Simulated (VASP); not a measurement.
A run of VASP 6.6.1:

The input INCAR:

```
PREC = Accurate
ENCUT = 520
EDIFF = 1E-6
ISMEAR = -1
SIGMA = 0.03
LREAL = F
LASPH = T
NELM = 80
ALGO = Normal
ISIF = 2
LWAVE = F
LCHARG = T
GGA = CA
LELF = T
LVHAR = T
NBANDS = 15
```

File KPOINTS:

```
regular mesh
0
Gamma
  6 6 6
```

File POSCAR:

```
RbBr
1.0
    0.0000000000      3.4210393832      3.4210393832
    3.4210393832      0.0000000000      3.4210393832
    3.4210393832      3.4210393832      0.0000000000
Rb Br
1 1
Direct
    0.0000000000      0.0000000000      0.0000000000
    0.5000000000      0.5000000000      0.5000000000
```

Potentials or basis: VASP PAW LDA potentials, release 64 (Rb_sv, Br).

Run with:

```bash
$ cat potpaw_LDA.64/Rb_sv/POTCAR potpaw_LDA.64/Br/POTCAR > POTCAR
$ mpirun -np 1 vasp_std > vasp.out
```

Hardware: 1 thread of Intel Xeon 8259CL, on a shared host.

How long does it take, and how much memory?

Wall time 43 s on 1 thread of Intel Xeon 8259CL, with other jobs on the host, peak memory 0.18 GiB. Counts: scf iterations 12, k points 16.
